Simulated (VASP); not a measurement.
Wanted: the native input for a VASP 6.6.1 run.

```
Task                   : single point
Functional             : PBE
Potentials or basis    : VASP PAW PBE potentials, release 64 (Al, Cl)
Cutoff                 : 520 eV
k mesh                 : 12 × 12 × 12
Occupations            : gaussian, width 0.1 eV
Spin                   : no spin polarisation
Dipole correction      : no
Further INCAR settings : ALGO = Normal; EDIFF = 1e-07; NBANDS = 16
```

The structure of Al3Cl lies in POSCAR:

```
Al3Cl
1.0
    3.0688770866      1.7718170121      2.5062892201
   -3.0688770866      1.7718170121      2.5062892201
    0.0000000000     -3.5436340241      2.5062892201
Al Cl
3 1
Direct
    0.5000000000      0.5000000000      0.0000000000
    0.0000000000      0.5000000000      0.5000000000
    0.5000000000      0.0000000000      0.5000000000
    0.0000000000      0.0000000000      0.0000000000
```

The cell was generated, and may not be a known phase.

These files were run (other wordings do the same):

INCAR

```
PREC = Accurate
ENCUT = 520
EDIFF = 1E-7
ISMEAR = 0
SIGMA = 0.1
LREAL = False
LASPH = True
NELM = 100
ALGO = Normal
ISIF = 2
LWAVE = False
LCHARG = False
GGA = PE
NBANDS = 16
```

KPOINTS

```
regular mesh
0
Gamma
  12 12 12
```

Potentials or basis: VASP PAW PBE potentials, release 64 (Al, Cl).

Command:

```console
$ cat potpaw_PBE.64/Al/POTCAR potpaw_PBE.64/Cl/POTCAR > POTCAR
$ mpirun -np 1 vasp_std > vasp.out
```

Results of the run:

The pressure is 0.0 GPa and the band gap on the k mesh is zero (bands 8 and 9 overlap by 0.93 eV).

Run time: 2.9 min on 1 thread of Intel Xeon 8259CL, with other jobs on the host, peak memory 0.33 GiB.
